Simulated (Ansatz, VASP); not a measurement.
Two plane-wave programs on ZnS

Contents of INCAR:

```
SYSTEM = ZnS
PREC     = Accurate       ! precision mode
ENCUT    = 520            ! plane-wave cutoff, eV
EDIFF    = 1E-7           ! SCF threshold, eV
ISMEAR   = -1             ! smearing method
SIGMA    = 0.02           ! smearing width, eV
LREAL    = .False.        ! projectors in reciprocal space
LASPH    = .True.         ! aspherical terms in the spheres
NELM     = 80             ! most SCF steps
ALGO     = Normal         ! electronic algorithm
ISIF     = 2              ! what is computed and relaxed
LWAVE    = .False.        ! write WAVECAR
LCHARG   = .False.        ! write CHGCAR
GGA      = PE             ! functional
NBANDS   = 36             ! bands
```

The input KPOINTS:

```
Automatic mesh
0
Gamma
  8 8 8
  0 0 0
```

POSCAR

```
ZnS
1.0
    1.9034643092      1.0989656313      9.3548590261
   -1.9034643092      1.0989656313      9.3548590261
    0.0000000000     -2.1979312626      9.3548590261
Zn S
3 3
Direct
    0.9999752229      0.9999752229      0.9999752229
    0.2222749269      0.2222749269      0.2222749269
    0.4445585036      0.4445585036      0.4445585036
    0.0832701743      0.0832701743      0.0832701743
    0.5278391408      0.5278391408      0.5278391408
    0.3054080315      0.3054080315      0.3054080315
```

Input for Ansatz:

```yaml
crystal:
  lattice:
    - [1.9034643092, 1.0989656313, 9.3548590261]
    - [-1.9034643092, 1.0989656313, 9.3548590261]
    - [0.0, -2.1979312626, 9.3548590261]
  atoms:
    - { symbol: Zn, position: [0.9999752229, 0.9999752229, 0.9999752229] }
    - { symbol: Zn, position: [0.2222749269, 0.2222749269, 0.2222749269] }
    - { symbol: Zn, position: [0.4445585036, 0.4445585036, 0.4445585036] }
    - { symbol: S, position: [0.0832701743, 0.0832701743, 0.0832701743] }
    - { symbol: S, position: [0.5278391408, 0.5278391408, 0.5278391408] }
    - { symbol: S, position: [0.3054080315, 0.3054080315, 0.3054080315] }
kpoints:
  mp_grid: { grid: [8, 8, 8] }
  band_path:
    path:
      - [0.0, 0.0, 0.0]
      - [-0.5, -0.5, -0.5]
      - [-0.5, -0.1758669768, -0.8241330232]
      - [-0.1758669768, 0.1758669768, -0.5]
      - [0.0, 0.0, -0.5]
      - [0.0, 0.3379334884, -0.3379334884]
      - [-0.3379334884, 0.0, -0.6620665116]
      - [-0.5, 0.0, -0.5]
    npoints: 1
hamiltonian:
  xc: pbe
scf:
  occupations: { method: fermi_dirac, width: 0.02 }
  n_extra_bands: 5
output:
  forces: true
  stress: true
  eigenvalues: true
```

Alike in both runs: task single point; functional PBE; k mesh 8 × 8 × 8; occupations fermi-dirac, width 0.02 eV; no spin polarisation.

```csv
,VASP,Ansatz
version,VASP 6.6.1,Ansatz 0.2.0
potentials or method,"VASP PAW PBE potentials, release 64 (Zn, S)","plane waves, PAW"
plane-wave cutoff (eV),520,420
valence electrons in the cell,54,54
```

Ansatz gave:

```
gap on the k mesh at the Fermi level (eV) : 2.19
pressure (GPa)                            : 2.3
```

Task: Estimate VASP's values.

Result: gap on the k mesh at the Fermi level (eV): 2.20; pressure (GPa): 2.4.
